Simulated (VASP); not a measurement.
# TiB (Pnma) in VASP: further runs

The runs below take TiB through single point, with r2SCAN.

Everything below comes from runs of VASP 6.6.1. Logs are shortened: lines on timing, memory, paths and dates and some standing lists are left out, and cuts for length are marked.

## 1. The cell of the first run

Symmetry: Pnma, No. 62, orthorhombic system. Conventional cell: a = 6.106 Å, b = 3.048 Å, c = 4.558 Å, α = 90.00°, β = 90.00°, γ = 90.00°. Within 3.1 Å of Ti (site symmetry m) lie 7 B at 2.35 to 2.55 Å and 8 Ti at 2.88 to 3.05 Å. Within 2.4 Å of B (site symmetry m) lie 2 B at 1.81 Å and 6 Ti at 2.35 to 2.38 Å.

## 2. Single point, r2SCAN

POSCAR

```
TiB
1.0
    6.1056395500      0.0000000000      0.0000000000
    0.0000000000      3.0481093200      0.0000000000
    0.0000000000      0.0000000000      4.5581761700
Ti B
4 4
Direct
    0.1776145609      0.2500000000      0.1225738167
    0.8223854391      0.7500000000      0.8774261833
    0.3223854391      0.7500000000      0.6225738167
    0.6776145609      0.2500000000      0.3774261833
    0.0299301377      0.2500000000      0.5992961422
    0.9700698623      0.7500000000      0.4007038578
    0.4700698623      0.7500000000      0.0992961422
    0.5299301377      0.2500000000      0.9007038578
```

INCAR.step1

```
ALGO = Normal
EDIFF = 1E-4
ENCUT = 520
GGA = PE
ISMEAR = -1
LASPH = True
LCHARG = False
LREAL = False
LWAVE = True
NBANDS = 40
NELM = 80
PREC = Accurate
SIGMA = 0.1
```

INCAR.step2

```
ALGO = Normal
EDIFF = 1E-7
ENCUT = 520
ISIF = 2
ISMEAR = -1
ISTART = 1
LASPH = True
LCHARG = False
LMIXTAU = True
LREAL = False
LWAVE = False
METAGGA = R2SCAN
NBANDS = 40
NELM = 80
PREC = Accurate
SIGMA = 0.1
```

KPOINTS

```
k-points
0
Gamma
  5 10 7
```

Potentials or basis: VASP PAW PBE potentials, release 64 (Ti_sv, B).

The run is started by

```
$ cat potpaw_PBE.64/Ti_sv/POTCAR potpaw_PBE.64/B/POTCAR > POTCAR
$ cp INCAR.step1 INCAR
$ mpirun -np 1 vasp_std > vasp.out
$ cp INCAR.step2 INCAR
$ mpirun -np 1 vasp_std > vasp.out
```

OUTCAR:

```text
EDIFF = 1E-7
   ENCUT = 520
   ISIF = 2
   ISMEAR = -1
   ISTART = 1
   LASPH = True
   LREAL = False
   METAGGA = R2SCAN
   NELM = 80
   PREC = Accurate

 ion  position               nearest neighbor table
   1  0.178  0.250  0.123-   7 2.35   7 2.35   5 2.35   6 2.35   6 2.35   8 2.38   2 2.88   2 2.88
                             3 2.88   3 2.88   3 2.88   3 2.88
   2  0.822  0.750  0.877-   8 2.35   8 2.35   6 2.35   5 2.35   5 2.35   7 2.38   1 2.88   1 2.88
                             4 2.88   4 2.88   4 2.88   4 2.88
   3  0.322  0.750  0.623-   5 2.35   5 2.35   7 2.35   8 2.35   8 2.35   6 2.38   4 2.88   4 2.88
                             1 2.88   1 2.88   1 2.88   1 2.88
   4  0.678  0.250  0.377-   6 2.35   6 2.35   8 2.35   7 2.35   7 2.35   5 2.38   3 2.88   3 2.88
                             2 2.88   2 2.88   2 2.88   2 2.88
   5  0.030  0.250  0.599-   6 1.81   6 1.81   3 2.35   3 2.35   1 2.35   2 2.35   2 2.35   4 2.38

   6  0.970  0.750  0.401-   5 1.81   5 1.81   4 2.35   4 2.35   2 2.35   1 2.35   1 2.35   3 2.38

   7  0.470  0.750  0.099-   8 1.81   8 1.81   1 2.35   1 2.35   3 2.35   4 2.35   4 2.35   2 2.38

   8  0.530  0.250  0.901-   7 1.81   7 1.81   2 2.35   2 2.35   4 2.35   3 2.35   3 2.35   1 2.38

  LATTYP: Found a simple orthorhombic cell.
 ALAT       =     3.0481093200
 B/A-ratio  =     1.4954109881
 C/A-ratio  =     2.0030907389

  Lattice vectors:

 A1 = (   0.0000000000,   3.0481093200,   0.0000000000)
 A2 = (   0.0000000000,   0.0000000000,   4.5581761700)
 A3 = (   6.1056395500,   0.0000000000,   0.0000000000)

Analysis of symmetry for initial positions (statically):
=====================================================================
 Subroutine PRICEL returns:
 Original cell was already a primitive cell.

 Routine SETGRP: Setting up the symmetry group for a
 simple orthorhombic supercell.

 Subroutine GETGRP returns: Found  8 space group operations
 (whereof  2 operations were pure point group operations)
 out of a pool of  8 trial point group operations.

The static configuration has the point symmetry S_2 .
 The point group associated with its full space group is D_2h.

Analysis of symmetry for dynamics (positions and initial velocities):
=====================================================================
 Subroutine PRICEL returns:
 Original cell was already a primitive cell.

 Routine SETGRP: Setting up the symmetry group for a
 simple orthorhombic supercell.

 Subroutine GETGRP returns: Found  8 space group operations
 (whereof  2 operations were pure point group operations)
 out of a pool of  8 trial point group operations.

The dynamic configuration has the point symmetry S_2 .
 The point group associated with its full space group is D_2h.

 Subroutine INISYM returns: Found  8 space group operations
 (whereof  2 operations are pure point group operations),
 and found     1 'primitive' translations

----------------------------------------------------------------------------------------

                                     Primitive cell

  volume of cell :      84.8307

  direct lattice vectors                    reciprocal lattice vectors
     6.105639550  0.000000000  0.000000000     0.163783006  0.000000000  0.000000000
     0.000000000  3.048109320  0.000000000     0.000000000  0.328072223  0.000000000
     0.000000000  0.000000000  4.558176170     0.000000000  0.000000000  0.219385992

  length of vectors
     6.105639550  3.048109320  4.558176170     0.163783006  0.328072223  0.219385992

  position of ions in fractional coordinates (direct lattice)
     0.177614561  0.250000000  0.122573817
     0.822385439  0.750000000  0.877426183
     0.322385439  0.750000000  0.622573817
     0.677614561  0.250000000  0.377426183
     0.029930138  0.250000000  0.599296142
     0.970069862  0.750000000  0.400703858
     0.470069862  0.750000000  0.099296142
     0.529930138  0.250000000  0.900703858

  ion indices of the primitive-cell ions
   primitive index   ion index
                 1           1
                 2           2
                 3           3
                 4           4
                 5           5
                 6           6
                 7           7
                 8           8

----------------------------------------------------------------------------------------

 KPOINTS: k-points

Automatic generation of k-mesh.
 Grid dimensions read from file:
 generate k-points for:    5   10    7

 Generating k-lattice:

  Cartesian coordinates                     Fractional coordinates (reciprocal lattice)
     0.032756601  0.000000000  0.000000000     0.200000000  0.000000000  0.000000000
     0.000000000  0.032807222  0.000000000     0.000000000  0.100000000  0.000000000
     0.000000000  0.000000000  0.031340856     0.000000000  0.000000000  0.142857143

  Length of vectors
     0.032756601  0.032807222  0.031340856

  Shift w.r.t. Gamma in fractional coordinates (k-lattice)
     0.000000000  0.000000000  0.000000000

 Subroutine IBZKPT returns following result:
 ===========================================

 Found     72 irreducible k-points:

 Following reciprocal coordinates:
            Coordinates               Weight
  0.000000  0.000000  0.000000      1.000000
  0.200000  0.000000  0.000000      2.000000
  0.400000  0.000000  0.000000      2.000000
  0.000000  0.100000  0.000000      2.000000
  0.200000  0.100000  0.000000      4.000000
  0.400000  0.100000  0.000000      4.000000
[... 16 lines left out ...]
  0.200000  0.100000  0.142857      8.000000
  0.400000  0.100000  0.142857      8.000000
 [... further k-points ...]
   k-points           NKPTS =     72   k-points in BZ     NKDIM =     72   number of bands    NBANDS=     40
   number of dos      NEDOS =    301   number of ions     NIONS =      8
   total plane-waves  NPLWV =  41472
   dimension x,y,z NGX =    48 NGY =   24 NGZ =   36
   dimension x,y,z NGXF=    96 NGYF=   48 NGZF=   72
   ions per type =               4   4
   NGX,Y,Z   is equivalent  to a cutoff of  13.07, 13.09, 13.13 a.u.
   NGXF,Y,Z  is equivalent  to a cutoff of  26.14, 26.18, 26.26 a.u.
 SYSTEM =  unknown system
   PREC   = accura    normal or accurate (medium, high low for compatibility)
   ISTART =      1    job   : 0-new  1-cont  2-samecut
   ICHARG =      0    charge: 1-file 2-atom 10-const
   ISPIN  =      1    spin polarized calculation?
   LNONCOLLINEAR =      F non collinear calculations
   LSORBIT =      F    spin-orbit coupling
   LASPH  =      T    aspherical Exc in radial PAW
   ENCUT  =  520.0 eV  38.22 Ry    6.18 a.u.  11.35  5.67  8.48*2*pi/ulx,y,z
   NELM   =     80;   NELMIN=  2; NELMDL=  0     # of ELM steps
   EDIFF  = 0.1E-06   stopping-criterion for ELM
   LREAL  =      F    real-space projection
   EDIFFG = 0.1E-05   stopping-criterion for IOM
   NSW    =      0    number of steps for IOM
   IBRION =     -1    ionic relax: 0-MD 1-quasi-New 2-CG
   NFREE  =      0    steps in history (QN), initial steepest desc. (CG)
   ISIF   =      2    stress and relaxation
   ISYM   =      2    0-nonsym 1-usesym 2-fastsym
   POTIM  = 0.5000    time-step for ionic-motion
   TEBEG  =    0.0;   TEEND  =   0.0 temperature during run
   PSTRESS=    0.0 pullay stress
   NELECT =      60.0000    total number of electrons
   NUPDOWN=      -1.0000    fix difference up-down
   EMIN   =  10.00;   EMAX   =-10.00  energy-range for DOS
   EFERMI =   0.00;   METHOD = LEGACY
   ISMEAR =    -1;   SIGMA  =   0.10  broadening in eV -4-tet -1-fermi 0-gaus
   EFERMI_NEDOS =   21; number of points for ismear=-14 and -15
   IALGO  =     38    algorithm
   IMIX   =      4    mixing-type and parameters
     AMIX     =   0.40;   BMIX     =  1.00
     AMIX_MAG =   1.60;   BMIX_MAG =  1.00
  volume/ion in A,a.u.               =      10.60        71.56
  Fermi-wavevector in a.u.,A,eV,Ry     =   1.458616  2.756385 28.947221  2.127561
  Thomas-Fermi vector in A             =   2.575280
   LORBIT       =      0    0 simple, 1 ext, 2 COOP (PROOUT), +10 PAW based schemes
   METAGGA = R2SCAN    functional components
   LHFCALC =     F    Hartree Fock is set to
   AEXX    =    0.0000 exact exchange contribution
   IVDW    =     0    specifies the selected vdW correction
   LEPSILON=     F    determine dielectric tensor
   LRPA    =     F    only Hartree local field effects (RPA)
 non-spin polarized calculation
  energy-cutoff  :      520.00
  volume of cell :       84.83
 maximum number of plane-waves:      2303
 NGX is ok and might be reduce to    48
   NGX = 23   NGY = 11   NGZ = 17

 number of electron      60.0000022 magnetization

 Free energy of the ion-electron system (eV)
  ---------------------------------------------------
  ext. energy  EPLUGINS =         0.00000000
  ---------------------------------------------------
  free energy    TOTEN  =       -88.37685484 eV

  energy without entropy =      -88.25046172  energy(sigma->0) =      -88.31365828

 E-fermi :   8.8422     XC(G=0): -13.3536

 val. band max:        8.8289800948   @ k =   0.4000   0.2000   0.0000
 cond. band min:       8.8461971539   @ k =   0.2000   0.4000   0.2857
 fundamental gap:      0.0172170590
 Fermi energy:         8.8422098456

 k-point     1 :       0.0000    0.0000    0.0000
  band No.  band energies     occupation
      1     -49.8457      2.00000
      2     -49.7858      2.00000
      3     -49.7368      2.00000
      4     -49.7000      2.00000
      5     -25.2808      2.00000
      6     -25.2734      2.00000
[... 32 lines left out ...]
     39      11.9835      0.00000
     40      12.6223      0.00000

 k-point     2 :       0.2000    0.0000    0.0000
  band No.  band energies     occupation
      1     -49.8415      2.00000
      2     -49.7948      2.00000
      3     -49.7300      2.00000
      4     -49.7020      2.00000
      5     -25.2848      2.00000
      6     -25.2796      2.00000
[... 935 lines left out ...]
     39      12.1811      0.00000
     40      12.4435      0.00000

 k-point    24 :       0.4000    0.1000    0.1429
  band No.  band energies     occupation
      1     -49.8198      2.00000
      2     -49.8040      2.00000
      3     -49.7222      2.00000
      4     -49.7127      2.00000
      5     -25.2768      2.00000
      6     -25.2602      2.00000
[... 32 lines left out ...]
     39      12.2562      0.00000
     40      12.4577      0.00000

 [... further k-points ...]
[... 5 lines left out ...]
  --------------------------------------------------------------------------------------
  -------------------------------------------------------------------------------------
  Total        0.2455373      0.3208337      0.3553971      0.0000000     -0.0000000      0.0000000
  in kB        4.6374080      6.0595140      6.7123041      0.0000000     -0.0000000      0.0000000
  external PRESSURE =       5.8030754 kB  Pullay stress =       0.0000000 kB

 VOLUME and BASIS-vectors are now :
 -----------------------------------------------------------------------------
  energy-cutoff  :      520.00
  volume of cell :       84.83
      direct lattice vectors                 reciprocal lattice vectors
     6.105639550  0.000000000  0.000000000     0.163783006  0.000000000  0.000000000
     0.000000000  3.048109320  0.000000000     0.000000000  0.328072223  0.000000000
     0.000000000  0.000000000  4.558176170     0.000000000  0.000000000  0.219385992

 POSITION                                       TOTAL-FORCE (eV/Angst)
 -----------------------------------------------------------------------------------
      1.08445      0.76203      0.55871        -0.011584     -0.000000     -0.009615
      5.02119      2.28608      3.99946         0.011584      0.000000      0.009615
      1.96837      2.28608      2.83780         0.011584     -0.000000     -0.009615
      4.13727      0.76203      1.72038        -0.011584      0.000000      0.009615
      0.18274      0.76203      2.73170        -0.001645      0.000000      0.007044
      5.92290      2.28608      1.82648         0.001645      0.000000     -0.007044
      2.87008      2.28608      0.45261         0.001645      0.000000      0.007044
      3.23556      0.76203      4.10557        -0.001645      0.000000     -0.007044
 -----------------------------------------------------------------------------------
    total drift:                                0.000000     -0.000000     -0.000000

  FREE ENERGIE OF THE ION-ELECTRON SYSTEM (eV)
  ---------------------------------------------------
  free  energy   TOTEN  =       -88.3768548365 eV

  energy  without entropy=      -88.2504617221  energy(sigma->0) =      -88.31365828
```

It took 8.2 min on 1 thread of Intel Xeon 6975P-C (Granite Rapids), shared host; peak memory 0.33 GiB.

What came out:

```yaml
Free_energy: -88.3769 eV
Pressure: 0.6 GPa
Largest_force: 0.015 eV/Å
Band_gap_on_the_k_mesh: zero (bands 30 and 31 overlap by 1.72 eV)
```

Forces on the atoms (eV/Å):
```
Ti  -0.012  0.000 -0.010
Ti   0.012  0.000  0.010
Ti   0.012  0.000 -0.010
Ti  -0.012  0.000  0.010
B   -0.002  0.000  0.007
B    0.002  0.000 -0.007
B    0.002  0.000  0.007
B   -0.002  0.000 -0.007
```

Caveat: the PAW data sets were made with another functional, which shifts forces and pressure a little.

## 3. Single point, r2SCAN

This run uses another cell than the first one, of 10.82 Å³/atom.

POSCAR

```
TiB
1.0
    6.1460754300      0.0000000000      0.0000000000
    0.0000000000      3.0682960600      0.0000000000
    0.0000000000      0.0000000000      4.5883636500
Ti B
4 4
Direct
    0.1778635988      0.2500000000      0.1230683579
    0.8221364012      0.7500000000      0.8769316421
    0.3221364012      0.7500000000      0.6230683579
    0.6778635988      0.2500000000      0.3769316421
    0.0296868487      0.2500000000      0.5987010016
    0.9703131513      0.7500000000      0.4012989984
    0.4703131513      0.7500000000      0.0987010016
    0.5296868487      0.2500000000      0.9012989984
```

INCAR.step1

```
  PREC = Accurate
  ENCUT = 520
  ISMEAR = -1
  SIGMA = 0.1
  LREAL = False
  LASPH = True
  NELM = 100
  NBANDS = 40
  GGA = PE
  ALGO = Normal
  EDIFF = 1E-4
  LWAVE = True
  LCHARG = False
```

INCAR.step2

```
  PREC = Accurate
  ENCUT = 520
  EDIFF = 1E-6
  ISMEAR = -1
  SIGMA = 0.1
  LREAL = False
  LASPH = True
  NELM = 100
  ALGO = Normal
  ISIF = 2
  LWAVE = False
  LCHARG = False
  METAGGA = R2SCAN
  LMIXTAU = True
  NBANDS = 40
  ISTART = 1
```

KPOINTS

```
Automatic mesh
0
Gamma
  5 10 7
```

Potentials or basis: VASP PAW PBE potentials, release 64 (Ti_sv, B).

The run is started by

```
$ cat potpaw_PBE.64/Ti_sv/POTCAR potpaw_PBE.64/B/POTCAR > POTCAR
$ cp INCAR.step1 INCAR
$ mpirun -np 1 vasp_std > vasp.out
$ cp INCAR.step2 INCAR
$ mpirun -np 1 vasp_std > vasp.out
```

Wall time 8.2 min (1 thread of Intel Xeon 6975P-C (Granite Rapids), shared host); peak memory 0.33 GiB.

Results (log left out):

| Property | Result |
| --- | --- |
| Free energy | -88.3622 eV |
| Pressure | -3.6 GPa |
| Largest force | 0.015 eV/Å |
| Band gap on the k mesh | zero (bands 30 and 31 overlap by 1.69 eV) |

Forces on the atoms (eV/Å):
```
Ti  -0.013  0.000 -0.008
Ti   0.013  0.000  0.008
Ti   0.013  0.000 -0.008
Ti  -0.013  0.000  0.008
B    0.000  0.000  0.004
B    0.000  0.000 -0.004
B    0.000  0.000  0.004
B    0.000  0.000 -0.004
```

Stress tensor (GPa, compression positive):
```
-3.61  0.00  0.00
 0.00 -3.84  0.00
 0.00  0.00 -3.22
```

Levels at points of the mesh, in eV from the Fermi level:
```csv
k point,band 28,band 29,band 30,band 31,band 32,band 33
"(0.00, 0.00, 0.00)",-0.85,0.63,0.86,1.01,1.27,1.55
"(0.00, 0.50, 0.00)",-2.05,-0.90,-0.90,-0.48,-0.48,3.06
```

Caveat: the cell stands under tension; the PAW data sets were made with another functional, which shifts forces and pressure a little.
